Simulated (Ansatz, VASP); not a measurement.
## One calculation of Ba8HO8, two programs

```
Ba O H
1.0
     5.57400    0.00000   -5.57400
     0.00000    5.57400   -5.57400
     5.57400    5.57400    0.00000
Ba O H
8 8 1
Direct
  0.50055 0.00094 0.99955
  0.49674 0.00182 0.50102
  0.50053 0.50031 0.99953
  0.50053 0.50032 0.50020
  0.00213 0.00190 0.99546
  0.00216 0.00193 0.50114
  0.00115 0.50033 0.99955
  0.00207 0.49643 0.50105
  0.25114 0.25094 0.75018
  0.25115 0.25095 0.24829
  0.25118 0.74896 0.75022
  0.25991 0.74739 0.24664
  0.74912 0.25100 0.75024
  0.74756 0.25976 0.24663
  0.74753 0.74734 0.75911
  0.74751 0.74733 0.24659
  0.87603 0.87565 0.37454
```

Alike in both runs: functional PBE; k mesh 2 × 2 × 2; occupations gaussian, width 0.02 eV; collinear spin.

Ansatz relaxed the structure, and its values are those at the end. VASP's run is a single point on that final structure, the one shown.

|  | VASP | Ansatz |
| --- | --- | --- |
| version | VASP 6.6.1 | Ansatz 0.2.0 |
| potentials or method | VASP PAW PBE potentials, release 64 (Ba_sv, O, H), cutoff 520 eV | scalar-relativistic, plane waves, PAW |
| valence electrons in the cell | 129 | 129 |

|  | VASP | Ansatz | Ansatz less VASP |
| --- | --- | --- | --- |
| gap on the k mesh at the Fermi level (eV) | 0.22 | 0.27 | +0.055 |
| least direct gap on the mesh (eV) | 0.33 | 0.33 | -0.004 |
| rms of the force components (eV/Å) | 0.008 | 0.004 | -0.0035 |
| net moment per atom (μB) | 0.06 | 0.06 | 0.000 |
| size of the moment on the site where the two differ most (μB) | 0.19 | 0.36 | +0.173 |

Site moments also hang on the region over which each program counts them.

The k mesh is coarse, so the values compare programs but aren't converged. Spin-orbit coupling is off throughout.
